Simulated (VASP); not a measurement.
# InSb (Pmmm) in VASP: a series of runs

Runs on InSb. Level: PBEsol. Tasks: single point.

Program: VASP 6.6.1. These are calculated values, not measurements. Logs are shortened: lines on timing, memory, paths and dates and some standing lists are left out, and cuts for length are marked.

## Step 1: The cell of the first run

Symmetry: Pmmm, No. 47, orthorhombic system. The conventional cell has a = 3.036 Å, b = 3.097 Å, c = 6.340 Å, α = 90.00°, β = 90.00°, γ = 90.00°. Within 4.0 Å of In (site symmetry mmm) lie 4 In at 3.04 to 3.10 Å and 2 Sb at 3.17 Å. Sb (site symmetry mmm) has 4 Sb at 3.04 to 3.10 Å and 2 In at 3.17 Å within 4.0 Å.

## Step 2: Single point, PBEsol (normal strain along x +0.0200, normal strain along z +0.0400)

INCAR reads:

```
PREC = Accurate
ENCUT = 500
EDIFF = 1E-6
ISMEAR = 0
SIGMA = 0.15
LREAL = F
LASPH = T
NELM = 120
ALGO = Normal
ISIF = 2
LWAVE = F
LCHARG = F
GGA = PS
NBANDS = 16
GGA_COMPAT = F
```

KPOINTS reads:

```
Automatic mesh
0
Gamma
  14 14 8
```

POSCAR reads:

```
InSb
1.0
    3.0969124692      0.0000000000      0.0000000000
    0.0000000000      3.0361886953      0.0000000000
    0.0000000000      0.0000000000      6.3402101410
In Sb
1 1
Direct
    0.0000000000      0.0000000000      0.0000000000
    0.0000000000      0.0000000000      0.5000000000
```

Potentials or basis: VASP PAW PBE potentials, release 64 (In_d, Sb).

Launch:

```console
$ cat potpaw_PBE.64/In_d/POTCAR potpaw_PBE.64/Sb/POTCAR > POTCAR
$ mpirun -np 1 vasp_std > vasp.out
```

OUTCAR:

```text
PREC = Accurate
   ENCUT = 500
   EDIFF = 1E-6
   ISMEAR = 0
   LREAL = F
   LASPH = T
   NELM = 120
   ISIF = 2
   GGA = PS

 ion  position               nearest neighbor table
   1  0.000  0.000  0.000-   2 3.17   2 3.17
   2  0.000  0.000  0.500-   1 3.17   1 3.17

  LATTYP: Found a simple orthorhombic cell.
 ALAT       =     3.0361886953
 B/A-ratio  =     1.0200000000
 C/A-ratio  =     2.0882134733

  Lattice vectors:

 A1 = (   0.0000000000,  -3.0361886953,   0.0000000000)
 A2 = (   3.0969124692,   0.0000000000,   0.0000000000)
 A3 = (   0.0000000000,   0.0000000000,   6.3402101410)

Analysis of symmetry for initial positions (statically):
=====================================================================
 Subroutine PRICEL returns:
 Original cell was already a primitive cell.

 Routine SETGRP: Setting up the symmetry group for a
 simple orthorhombic supercell.

 Subroutine GETGRP returns: Found  8 space group operations
 (whereof  8 operations were pure point group operations)
 out of a pool of  8 trial point group operations.

The static configuration has the point symmetry D_2h.

Analysis of symmetry for dynamics (positions and initial velocities):
=====================================================================
 Subroutine PRICEL returns:
 Original cell was already a primitive cell.

 Routine SETGRP: Setting up the symmetry group for a
 simple orthorhombic supercell.

 Subroutine GETGRP returns: Found  8 space group operations
 (whereof  8 operations were pure point group operations)
 out of a pool of  8 trial point group operations.

The dynamic configuration has the point symmetry D_2h.

 Subroutine INISYM returns: Found  8 space group operations
 (whereof  8 operations are pure point group operations),
 and found     1 'primitive' translations

----------------------------------------------------------------------------------------

                                     Primitive cell

  volume of cell :      59.6158

  direct lattice vectors                    reciprocal lattice vectors
     3.096912469  0.000000000  0.000000000     0.322902249  0.000000000  0.000000000
     0.000000000  3.036188695  0.000000000     0.000000000  0.329360294  0.000000000
     0.000000000  0.000000000  6.340210141     0.000000000  0.000000000  0.157723479

  length of vectors
     3.096912469  3.036188695  6.340210141     0.322902249  0.329360294  0.157723479

  position of ions in fractional coordinates (direct lattice)
     0.000000000  0.000000000  0.000000000
     0.000000000  0.000000000  0.500000000

  ion indices of the primitive-cell ions
   primitive index   ion index
                 1           1
                 2           2

----------------------------------------------------------------------------------------

 KPOINTS: Automatic mesh

Automatic generation of k-mesh.
 Grid dimensions read from file:
 generate k-points for:   14   14    8

 Generating k-lattice:

  Cartesian coordinates                     Fractional coordinates (reciprocal lattice)
     0.023064446  0.000000000  0.000000000     0.071428571  0.000000000  0.000000000
     0.000000000  0.023525735  0.000000000     0.000000000  0.071428571  0.000000000
     0.000000000  0.000000000  0.019715435     0.000000000  0.000000000  0.125000000

  Length of vectors
     0.023064446  0.023525735  0.019715435

  Shift w.r.t. Gamma in fractional coordinates (k-lattice)
     0.000000000  0.000000000  0.000000000

 Subroutine IBZKPT returns following result:
 ===========================================

 Found    320 irreducible k-points:

 Following reciprocal coordinates:
            Coordinates               Weight
  0.000000  0.000000  0.000000      1.000000
  0.071429  0.000000  0.000000      2.000000
  0.142857  0.000000  0.000000      2.000000
  0.214286  0.000000  0.000000      2.000000
  0.285714  0.000000  0.000000      2.000000
  0.357143  0.000000  0.000000      2.000000
[... 16 lines left out ...]
  0.428571  0.142857  0.000000      4.000000
  0.500000  0.142857  0.000000      2.000000
 [... further k-points ...]
   k-points           NKPTS =    320   k-points in BZ     NKDIM =    320   number of bands    NBANDS=     16
   number of dos      NEDOS =    301   number of ions     NIONS =      2
   total plane-waves  NPLWV =  27648
   dimension x,y,z NGX =    24 NGY =   24 NGZ =   48
   dimension x,y,z NGXF=    48 NGYF=   48 NGZF=   96
   ions per type =               1   1
   NGX,Y,Z   is equivalent  to a cutoff of  12.88, 13.14, 12.59 a.u.
   NGXF,Y,Z  is equivalent  to a cutoff of  25.77, 26.28, 25.17 a.u.
 SYSTEM =  unknown system
   PREC   = accura    normal or accurate (medium, high low for compatibility)
   ISTART =      0    job   : 0-new  1-cont  2-samecut
   ICHARG =      2    charge: 1-file 2-atom 10-const
   ISPIN  =      1    spin polarized calculation?
   LNONCOLLINEAR =      F non collinear calculations
   LSORBIT =      F    spin-orbit coupling
   LASPH  =      T    aspherical Exc in radial PAW
   ENCUT  =  500.0 eV  36.75 Ry    6.06 a.u.   5.65  5.54 11.56*2*pi/ulx,y,z
   NELM   =    120;   NELMIN=  2; NELMDL= -5     # of ELM steps
   EDIFF  = 0.1E-05   stopping-criterion for ELM
   LREAL  =      F    real-space projection
   EDIFFG = 0.1E-04   stopping-criterion for IOM
   NSW    =      0    number of steps for IOM
   IBRION =     -1    ionic relax: 0-MD 1-quasi-New 2-CG
   NFREE  =      0    steps in history (QN), initial steepest desc. (CG)
   ISIF   =      2    stress and relaxation
   ISYM   =      2    0-nonsym 1-usesym 2-fastsym
   POTIM  = 0.5000    time-step for ionic-motion
   TEBEG  =    0.0;   TEEND  =   0.0 temperature during run
   PSTRESS=    0.0 pullay stress
   NELECT =      18.0000    total number of electrons
   NUPDOWN=      -1.0000    fix difference up-down
   EMIN   =  10.00;   EMAX   =-10.00  energy-range for DOS
   EFERMI =   0.00;   METHOD = LEGACY
   ISMEAR =     0;   SIGMA  =   0.15  broadening in eV -4-tet -1-fermi 0-gaus
   EFERMI_NEDOS =   21; number of points for ismear=-14 and -15
   IALGO  =     38    algorithm
   IMIX   =      4    mixing-type and parameters
     AMIX     =   0.40;   BMIX     =  1.00
     AMIX_MAG =   1.60;   BMIX_MAG =  1.00
  volume/ion in A,a.u.               =      29.81       201.15
  Fermi-wavevector in a.u.,A,eV,Ry     =   1.098277  2.075443 16.411515  1.206212
  Thomas-Fermi vector in A             =   2.234652
   LORBIT       =      0    0 simple, 1 ext, 2 COOP (PROOUT), +10 PAW based schemes
   GGA     = PS    functional components
   LHFCALC =     F    Hartree Fock is set to
   AEXX    =    0.0000 exact exchange contribution
   IVDW    =     0    specifies the selected vdW correction
   LEPSILON=     F    determine dielectric tensor
   LRPA    =     F    only Hartree local field effects (RPA)
 non-spin polarized calculation
 Gauss-broadening in eV      SIGMA  =   0.15
  energy-cutoff  :      500.00
  volume of cell :       59.62
 maximum number of plane-waves:      1538
 NGX is ok and might be reduce to    24
   NGX = 11   NGY = 11   NGZ = 23

 number of electron      18.0000000 magnetization

 Free energy of the ion-electron system (eV)
  ---------------------------------------------------
  ext. energy  EPLUGINS =         0.00000000
  ---------------------------------------------------
  free energy    TOTEN  =        -7.39269899 eV

  energy without entropy =       -7.38032028  energy(sigma->0) =       -7.38650963

 E-fermi :   6.3802     XC(G=0):  -9.7386

 val. band max:        6.3788079240   @ k =   0.3571   0.5000   0.1250
 cond. band min:       6.3806812672   @ k =   0.2143   0.3571   0.3750
 fundamental gap:      0.0018733432
 Fermi energy:         6.3802048202

 k-point     1 :       0.0000    0.0000    0.0000
  band No.  band energies     occupation
      1      -8.5107      2.00000
      2      -8.2714      2.00000
      3      -7.9242      2.00000
      4      -7.9018      2.00000
      5      -7.8216      2.00000
      6      -5.1809      2.00000
[... 8 lines left out ...]
     15      15.5528      0.00000
     16      15.7494      0.00000

 k-point     2 :       0.0714    0.0000    0.0000
  band No.  band energies     occupation
      1      -8.4958      2.00000
      2      -8.2593      2.00000
      3      -7.9358      2.00000
      4      -7.9009      2.00000
      5      -7.8301      2.00000
      6      -5.1051      2.00000
[... 8 lines left out ...]
     15      15.6529      0.00000
     16      16.2046      0.00000

 k-point     3 :       0.1429    0.0000    0.0000
  band No.  band energies     occupation
      1      -8.4596      2.00000
      2      -8.2197      2.00000
      3      -7.9682      2.00000
      4      -7.8983      2.00000
      5      -7.8538      2.00000
      6      -4.8790      2.00000
[... 8 lines left out ...]
     15      15.4128      0.00000
     16      15.9475      0.00000

 k-point     4 :       0.2143    0.0000    0.0000
  band No.  band energies     occupation
      1      -8.4210      2.00000
      2      -8.1492      2.00000
      3      -8.0143      2.00000
      4      -7.8946      2.00000
      5      -7.8879      2.00000
      6      -4.5090      2.00000
[... 8 lines left out ...]
     15      15.7852      0.00000
     16      16.4182      0.00000
[... 324 lines left out ...]
 k-point    22 :       0.3571    0.1429    0.0000
  band No.  band energies     occupation
      1      -8.2561      2.00000
      2      -8.1021      2.00000
      3      -8.0159      2.00000
      4      -7.9570      2.00000
      5      -7.9351      2.00000
      6      -3.1087      2.00000
[... 8 lines left out ...]
     15      15.9217      0.00000
     16      16.6913      0.00000

 k-point    23 :       0.4286    0.1429    0.0000
  band No.  band energies     occupation
      1      -8.2457      2.00000
      2      -8.1320      2.00000
      3      -8.0407      2.00000
      4      -7.9321      2.00000
      5      -7.8919      2.00000
      6      -2.5572      2.00000
[... 8 lines left out ...]
     15      15.4778      0.00000
     16      17.2032      0.00000

 k-point    24 :       0.5000    0.1429    0.0000
  band No.  band energies     occupation
      1      -8.2423      2.00000
      2      -8.1426      2.00000
      3      -8.0498      2.00000
      4      -7.9310      2.00000
      5      -7.8682      2.00000
      6      -2.3017      2.00000
[... 8 lines left out ...]
     15      15.7493      0.00000
     16      17.7608      0.00000

 [... further k-points ...]

------------------------ aborting loop because EDIFF is reached ----------------------------------------

  FORCE on cell =-STRESS in cart. coord.  units (eV):
  Direction    XX          YY          ZZ          XY          YZ          ZX
  --------------------------------------------------------------------------------------
  -------------------------------------------------------------------------------------
  Total       -0.7463041     -0.5686775     -1.4197633      0.0000000      0.0000000      0.0000000
  in kB      -20.0569577    -15.2832341    -38.1562069      0.0000000      0.0000000      0.0000000
  external PRESSURE =     -24.4987995 kB  Pullay stress =       0.0000000 kB

 VOLUME and BASIS-vectors are now :
 -----------------------------------------------------------------------------
  energy-cutoff  :      500.00
  volume of cell :       59.62
      direct lattice vectors                 reciprocal lattice vectors
     3.096912469  0.000000000  0.000000000     0.322902249  0.000000000  0.000000000
     0.000000000  3.036188695  0.000000000     0.000000000  0.329360294  0.000000000
     0.000000000  0.000000000  6.340210141     0.000000000  0.000000000  0.157723479

 POSITION                                       TOTAL-FORCE (eV/Angst)
 -----------------------------------------------------------------------------------
      0.00000      0.00000      0.00000         0.000000      0.000000      0.000000
      0.00000      0.00000      3.17011         0.000000      0.000000      0.000000
 -----------------------------------------------------------------------------------
    total drift:                                0.000000     -0.000000     -0.000000

  FREE ENERGIE OF THE ION-ELECTRON SYSTEM (eV)
  ---------------------------------------------------
  free  energy   TOTEN  =        -7.3926989857 eV

  energy  without entropy=       -7.3803202778  energy(sigma->0) =       -7.38650963
```

Wall time 3.7 min (1 thread of Intel Xeon 8259CL, shared host); peak memory 0.41 GiB.

What came out:

```
Free energy            : -7.3927 eV
Pressure               : -2.4 GPa
Band gap on the k mesh : zero (band 9 reaches 10.41 eV, above the bottom of band 10 at 4.67 eV)
```

Stress tensor (GPa, compression positive):
```
-2.01  0.00  0.00
 0.00 -1.53  0.00
 0.00  0.00 -3.82
```

Levels at points of the mesh, in eV from the Fermi level:
| k point | band 5 | band 6 | band 7 | band 8 | band 9 | band 10 | band 11 | band 12 | band 13 | band 14 |
| --- | --- | --- | --- | --- | --- | --- | --- | --- | --- | --- |
| (0.00, 0.00, 0.00) | -14.20 | -11.56 | -6.99 | -4.51 | 4.03 | 4.61 | 4.61 | 7.83 | 8.09 | 8.52 |
| (0.50, 0.00, 0.00) | -14.26 | -9.00 | -4.97 | -3.57 | -2.22 | -1.71 | 2.87 | 6.70 | 7.14 | 10.56 |
| (0.00, 0.50, 0.00) | -14.22 | -8.73 | -5.02 | -3.28 | -2.02 | -1.71 | 2.95 | 6.32 | 7.37 | 10.55 |
| (0.50, 0.50, 0.00) | -14.00 | -5.98 | -2.96 | -2.67 | 0.15 | 0.56 | 0.80 | 1.02 | 2.79 | 5.83 |
| (0.00, 0.00, 0.50) | -14.20 | -11.45 | -8.07 | -1.20 | -0.04 | 4.17 | 4.75 | 7.87 | 7.90 | 8.51 |
| (0.50, 0.00, 0.50) | -14.25 | -8.96 | -4.84 | -4.73 | -2.43 | 1.29 | 2.75 | 5.50 | 6.27 | 6.82 |
| (0.00, 0.50, 0.50) | -14.22 | -8.68 | -4.80 | -4.58 | -2.40 | 1.52 | 2.98 | 5.54 | 6.33 | 6.45 |
| (0.50, 0.50, 0.50) | -14.00 | -5.97 | -2.79 | -2.49 | -1.38 | 0.23 | 0.42 | 3.07 | 4.40 | 4.64 |

Caveat: the cell differs from its parent crystal (normal strain along x +0.0200, normal strain along z +0.0400); the PAW data sets were made with another functional, which shifts forces and pressure a little; spin-orbit coupling is left out, which moves the levels of the heavy elements.

## Step 3: Single point, PBEsol (normal strain along x +0.0400, normal strain along z +0.0400)

INCAR reads:

```
SYSTEM = InSb
  PREC = Accurate
  ENCUT = 500
  EDIFF = 1E-6
  ISMEAR = 0
  SIGMA = 0.15
  LREAL = .FALSE.
  LASPH = .TRUE.
  NELM = 120
  ALGO = Normal
  ISIF = 2
  LWAVE = .FALSE.
  LCHARG = .TRUE.
  GGA = PS
  LELF = .TRUE.
  LVHAR = .TRUE.
  NBANDS = 16
  GGA_COMPAT = .FALSE.
```

KPOINTS reads:

```
Automatic mesh
0
G
  14 14 8
  0 0 0
```

POSCAR, as its differences from that of step 2:

```diff
@@ -2,3 +2,3 @@
 1.0
-    3.0969124692      0.0000000000      0.0000000000
+    3.1576362431      0.0000000000      0.0000000000
     0.0000000000      3.0361886953      0.0000000000
```

Potentials or basis: VASP PAW PBE potentials, release 64 (In_d, Sb).

Launch:

```console
$ cat potpaw_PBE.64/In_d/POTCAR potpaw_PBE.64/Sb/POTCAR > POTCAR
$ mpirun -np 1 vasp_std > vasp.out
```

Wall time 3.7 min (1 thread of Intel Xeon 8259CL, shared host); peak memory 0.42 GiB.

The run converged. Its results:

```yaml
Free_energy: -7.3726 eV
Pressure: -3.2 GPa
Band_gap_on_the_k_mesh: zero (band 9 reaches 9.87 eV, above the bottom of band 10 at 4.45 eV)
```

Stress tensor (GPa, compression positive):
```
-3.58  0.00  0.00
 0.00 -2.09  0.00
 0.00  0.00 -3.89
```

Levels at points of the mesh, in eV from the Fermi level:
| k point | band 6 | band 7 | band 8 | band 9 | band 10 | band 11 | band 12 | band 13 |
| --- | --- | --- | --- | --- | --- | --- | --- | --- |
| (0.00, 0.00, 0.00) | -11.42 | -6.85 | -4.40 | 3.61 | 4.73 | 4.73 | 7.59 | 8.05 |
| (0.50, 0.00, 0.00) | -9.10 | -4.81 | -3.69 | -2.29 | -1.59 | 2.89 | 6.62 | 7.07 |
| (0.00, 0.50, 0.00) | -8.57 | -4.92 | -3.13 | -1.90 | -1.59 | 3.04 | 5.90 | 7.50 |
| (0.50, 0.50, 0.00) | -6.09 | -3.03 | -2.48 | 0.08 | 0.41 | 0.73 | 1.16 | 2.83 |
| (0.00, 0.00, 0.50) | -11.31 | -7.94 | -1.08 | 0.08 | 3.76 | 4.88 | 7.40 | 7.67 |
| (0.50, 0.00, 0.50) | -9.06 | -4.96 | -4.56 | -2.34 | 1.21 | 2.67 | 5.57 | 6.29 |
| (0.00, 0.50, 0.50) | -8.53 | -4.69 | -4.45 | -2.29 | 1.65 | 3.11 | 5.64 | 6.03 |
| (0.50, 0.50, 0.50) | -6.08 | -2.86 | -2.29 | -1.49 | 0.15 | 0.54 | 3.13 | 4.29 |

Caveat: the cell differs from its parent crystal (normal strain along x +0.0400, normal strain along z +0.0400); the PAW data sets were made with another functional, which shifts forces and pressure a little; spin-orbit coupling is left out, which moves the levels of the heavy elements.
